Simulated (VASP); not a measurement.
# Hg (R-3m) in VASP: further runs

Hg is run at these levels: PBEsol; tasks: single point.

All numbers are computed with VASP 6.6.1; they aren't measurements. Logs are shortened: lines on timing, memory, paths and dates and some standing lists are left out, and cuts for length are marked.

## Step 1: The cell of the first run

It takes space group R-3m (No. 166, trigonal). The conventional cell has a = 3.681 Å, b = 3.681 Å, c = 6.840 Å, α = 90.00°, β = 90.00°, γ = 120.00°. Within 4.1 Å of Hg (site symmetry -3m) lie 12 Hg at 3.12 to 3.68 Å.

## Step 2: Single point, PBEsol (volume scaled by 1.12)

File INCAR:

```
PREC = Accurate ; ENCUT = 520
EDIFF = 1E-7 ; ISMEAR = -1
SIGMA = 0.1 ; LREAL = F
LASPH = T ; NELM = 100
ALGO = Normal ; ISIF = 2
LWAVE = F ; LCHARG = F
GGA = PS ; NBANDS = 12
```

File KPOINTS:

```
Automatic mesh
0
Gamma
  18 18 18
```

File POSCAR:

```
Hg
1.0
    1.8406662084      1.0627091309      2.2800073684
   -1.8406662084      1.0627091309      2.2800073684
    0.0000000000     -2.1254182618      2.2800073684
Hg
1
Direct
    0.0000000000      0.0000000000      0.0000000000
```

Potentials or basis: VASP PAW PBE potentials, release 64 (Hg).

The run is started by

```sh
$ cat potpaw_PBE.64/Hg/POTCAR > POTCAR
$ mpirun -np 1 vasp_std > vasp.out
```

OUTCAR:

```text
PREC = Accurate
   ENCUT = 520
   EDIFF = 1E-7
   ISMEAR = -1
   LREAL = F
   LASPH = T
   NELM = 100
   ISIF = 2
   GGA = PS

 ion  position               nearest neighbor table
   1  0.000  0.000  0.000-

  LATTYP: Found a trigonal (rhomboedric) cell.
 ALAT       =     3.1170236425
 COS(alpha) =     0.3025711929

  Lattice vectors:

 A1 = (   1.8406662084,   1.0627091309,   2.2800073684)
 A2 = (  -1.8406662084,   1.0627091309,   2.2800073684)
 A3 = (   0.0000000000,  -2.1254182618,   2.2800073684)

Analysis of symmetry for initial positions (statically):
=====================================================================
 Subroutine PRICEL returns:
 Original cell was already a primitive cell.

 Routine SETGRP: Setting up the symmetry group for a
 trigonal (rhombohedral) supercell.

 Subroutine GETGRP returns: Found 12 space group operations
 (whereof 12 operations were pure point group operations)
 out of a pool of 12 trial point group operations.

The static configuration has the point symmetry D_3d.

Analysis of symmetry for dynamics (positions and initial velocities):
=====================================================================
 Subroutine PRICEL returns:
 Original cell was already a primitive cell.

 Routine SETGRP: Setting up the symmetry group for a
 trigonal (rhombohedral) supercell.

 Subroutine GETGRP returns: Found 12 space group operations
 (whereof 12 operations were pure point group operations)
 out of a pool of 12 trial point group operations.

The dynamic configuration has the point symmetry D_3d.

 Subroutine INISYM returns: Found 12 space group operations
 (whereof 12 operations are pure point group operations),
 and found     1 'primitive' translations

----------------------------------------------------------------------------------------

                                     Primitive cell

  volume of cell :      26.7594

  direct lattice vectors                    reciprocal lattice vectors
     1.840666208  1.062709131  2.280007368     0.271640778  0.156831876  0.146198358
    -1.840666208  1.062709131  2.280007368    -0.271640778  0.156831876  0.146198358
     0.000000000 -2.125418262  2.280007368     0.000000000 -0.313663752  0.146198358

  length of vectors
     3.117023642  3.117023642  3.117023642     0.346062002  0.346062002  0.346062002

  position of ions in fractional coordinates (direct lattice)
     0.000000000  0.000000000  0.000000000

[... 75 lines left out ...]
   EDIFF  = 0.1E-06   stopping-criterion for ELM
   LREAL  =      F    real-space projection
   EDIFFG = 0.1E-05   stopping-criterion for IOM
   NSW    =      0    number of steps for IOM
   IBRION =     -1    ionic relax: 0-MD 1-quasi-New 2-CG
   NFREE  =      0    steps in history (QN), initial steepest desc. (CG)
   ISIF   =      2    stress and relaxation
   ISYM   =      2    0-nonsym 1-usesym 2-fastsym
   POTIM  = 0.5000    time-step for ionic-motion
   TEBEG  =    0.0;   TEEND  =   0.0 temperature during run
   PSTRESS=    0.0 pullay stress
   NELECT =      12.0000    total number of electrons
   NUPDOWN=      -1.0000    fix difference up-down
   EMIN   =  10.00;   EMAX   =-10.00  energy-range for DOS
   EFERMI =   0.00;   METHOD = LEGACY
   ISMEAR =    -1;   SIGMA  =   0.10  broadening in eV -4-tet -1-fermi 0-gaus
   EFERMI_NEDOS =   21; number of points for ismear=-14 and -15
   IALGO  =     38    algorithm
   IMIX   =      4    mixing-type and parameters
     AMIX     =   0.40;   BMIX     =  1.00
     AMIX_MAG =   1.60;   BMIX_MAG =  1.00
  volume/ion in A,a.u.               =      26.76       180.58
  Fermi-wavevector in a.u.,A,eV,Ry     =   1.253073  2.367964 21.363748  1.570191
  Thomas-Fermi vector in A             =   2.386943
   LORBIT       =      0    0 simple, 1 ext, 2 COOP (PROOUT), +10 PAW based schemes
   GGA     = PS    functional components
   LHFCALC =     F    Hartree Fock is set to
   AEXX    =    0.0000 exact exchange contribution
   IVDW    =     0    specifies the selected vdW correction
   LEPSILON=     F    determine dielectric tensor
   LRPA    =     F    only Hartree local field effects (RPA)
 non-spin polarized calculation
  energy-cutoff  :      520.00
  volume of cell :       26.76
 maximum number of plane-waves:       733
   NGX = 11   NGY = 11   NGZ = 11

 number of electron      12.0000003 magnetization

 Free energy of the ion-electron system (eV)
  ---------------------------------------------------
  ext. energy  EPLUGINS =         0.00000000
  ---------------------------------------------------
  free energy    TOTEN  =        -0.54022458 eV

  energy without entropy =       -0.53057945  energy(sigma->0) =       -0.53540201

 E-fermi :   1.6488     XC(G=0): -10.3422

 val. band max:        1.6255262779   @ k =  -0.4444   0.4444   0.0000
 cond. band min:       1.6688483875   @ k =  -0.3333   0.4444   0.2778
 fundamental gap:      0.0433221096
 Fermi energy:         1.6488007127

 k-point     1 :       0.0000    0.0000    0.0000
  band No.  band energies     occupation
      1      -6.6053      2.00000
      2      -5.6093      2.00000
      3      -5.6093      2.00000
      4      -4.4164      2.00000
      5      -4.3423      2.00000
      6      -4.3423      2.00000
      7      13.0074      0.00000
      8      13.0074      0.00000
      9      13.1050      0.00000
     10      16.9053      0.00000
     11      18.2552      0.00000
     12      18.2552      0.00000
[... 331 lines left out ...]
 k-point    24 :      -0.2222    0.0556   -0.0000
  band No.  band energies     occupation
      1      -5.9253      2.00000
      2      -5.5625      2.00000
      3      -4.9405      2.00000
      4      -4.4333      2.00000
      5      -4.4068      2.00000
      6      -4.2589      2.00000
      7       6.9238      0.00000
      8      11.8726      0.00000
      9      13.8590      0.00000
     10      17.9928      0.00000
     11      19.5816      0.00000
     12      19.8249      0.00000

 [... further k-points ...]
[... 5 lines left out ...]
  --------------------------------------------------------------------------------------
  -------------------------------------------------------------------------------------
  Total       -0.3979250     -0.3979250     -0.6063978      0.0000000      0.0000000     -0.0000000
  in kB      -23.8251074    -23.8251074    -36.3070764      0.0000000      0.0000000     -0.0000000
  external PRESSURE =     -27.9857637 kB  Pullay stress =       0.0000000 kB

 VOLUME and BASIS-vectors are now :
 -----------------------------------------------------------------------------
  energy-cutoff  :      520.00
  volume of cell :       26.76
      direct lattice vectors                 reciprocal lattice vectors
     1.840666208  1.062709131  2.280007368     0.271640778  0.156831876  0.146198358
    -1.840666208  1.062709131  2.280007368    -0.271640778  0.156831876  0.146198358
     0.000000000 -2.125418262  2.280007368     0.000000000 -0.313663752  0.146198358

 POSITION                                       TOTAL-FORCE (eV/Angst)
 -----------------------------------------------------------------------------------
      0.00000      0.00000      0.00000        -0.000000      0.000000      0.000000
 -----------------------------------------------------------------------------------
    total drift:                                0.000000      0.000000     -0.000000

  FREE ENERGIE OF THE ION-ELECTRON SYSTEM (eV)
  ---------------------------------------------------
  free  energy   TOTEN  =        -0.5402245755 eV

  energy  without entropy=       -0.5305794542  energy(sigma->0) =       -0.53540201
```

OSZICAR:

```text
N       E                     dE             d eps       ncg     rms          rms(c)
DAV:   1     0.722573018800E+02    0.72257E+02   -0.64648E+03 14656   0.944E+02
DAV:   2     0.719454334402E+00   -0.71538E+02   -0.66683E+02 15096   0.223E+02
DAV:   3    -0.583892209136E+00   -0.13033E+01   -0.13025E+01 16620   0.335E+01
DAV:   4    -0.585213941911E+00   -0.13217E-02   -0.13217E-02 15408   0.112E+00
DAV:   5    -0.585215969608E+00   -0.20277E-05   -0.20278E-05 16684   0.420E-02    0.273E+00
DAV:   6    -0.543510218521E+00    0.41706E-01   -0.10529E-01 16524   0.363E+00    0.219E+00
DAV:   7    -0.540433209283E+00    0.30770E-02   -0.10607E-02 16592   0.970E-01    0.113E+00
DAV:   8    -0.540205105975E+00    0.22810E-03   -0.95658E-04 14912   0.395E-01    0.436E-02
DAV:   9    -0.540218616251E+00   -0.13510E-04   -0.57012E-06 16688   0.227E-02    0.116E-02
DAV:  10    -0.540224598614E+00   -0.59824E-05   -0.47590E-06 14700   0.235E-02    0.896E-04
DAV:  11    -0.540224575489E+00    0.23126E-07   -0.37102E-08 11272   0.164E-03
   1 F= -.54022458E+00 E0= -.53540201E+00  d E =-.964512E-02
```

Wall time 3.6 min (1 thread of Oxide Virtual Turin-like, shared host); peak memory 0.25 GiB.

What came out:

- Free energy: -0.5402 eV
- Pressure: -2.8 GPa
- Band gap on the k mesh: zero (band 6 reaches 2.76 eV, above the bottom of band 7 at 0.15 eV)

Caveat: the cell differs from its parent crystal (volume scaled by 1.12); the PAW data sets were made with another functional, which shifts forces and pressure a little; spin-orbit coupling is left out, which moves the levels of the heavy elements.

## Step 3: Single point, PBEsol, non-collinear spin, zero start, spin-orbit coupling

This run uses another cell than the first one, of 23.89 Å³/atom, 0.893 times its volume.

File INCAR:

```
SYSTEM = Hg
PREC = Accurate
ENCUT = 520
EDIFF = 1E-7
ISMEAR = -1
SIGMA = 0.1
LREAL = .FALSE.
LASPH = .TRUE.
NELM = 150
ALGO = Normal
ISIF = 2
LWAVE = .FALSE.
LCHARG = .FALSE.
MAGMOM = 0 0 0
LORBIT = 11
LSORBIT = .TRUE.
GGA_COMPAT = .FALSE.
LORBMOM = .TRUE.
GGA = PS
NBANDS = 23
```

File KPOINTS:

```
regular mesh
0
G
  11 11 11
  0 0 0
```

File POSCAR:

```
Hg
1.0
    1.7724297537      1.0233127954      2.1954838308
   -1.7724297537      1.0233127954      2.1954838308
    0.0000000000     -2.0466255908      2.1954838308
Hg
1
Direct
    0.0000000000      0.0000000000      0.0000000000
```

Potentials or basis: VASP PAW PBE potentials, release 64 (Hg).

The run is started by

```sh
$ cat potpaw_PBE.64/Hg/POTCAR > POTCAR
$ mpirun -np 1 vasp_ncl > vasp.out
```

It took 4.8 min on 1 thread of Oxide Virtual Turin-like, shared host; peak memory 0.24 GiB.

Results (log left out):

```yaml
Free_energy: -0.8373 eV
Pressure: -0.6 GPa
Net_moment: 0.00 μB per cell
Valence_electrons_inside_the_program's_atomic_spheres: Hg 10.46
```

Stress tensor (GPa, compression positive):
```
-0.48  0.00  0.00
 0.00 -0.48  0.00
 0.00  0.00 -0.85
```

Moments on the atoms (μB; x, y, z):
```
Hg  0.00 0.00 0.00
```

Caveat: the PAW data sets were made with another functional, which shifts forces and pressure a little.
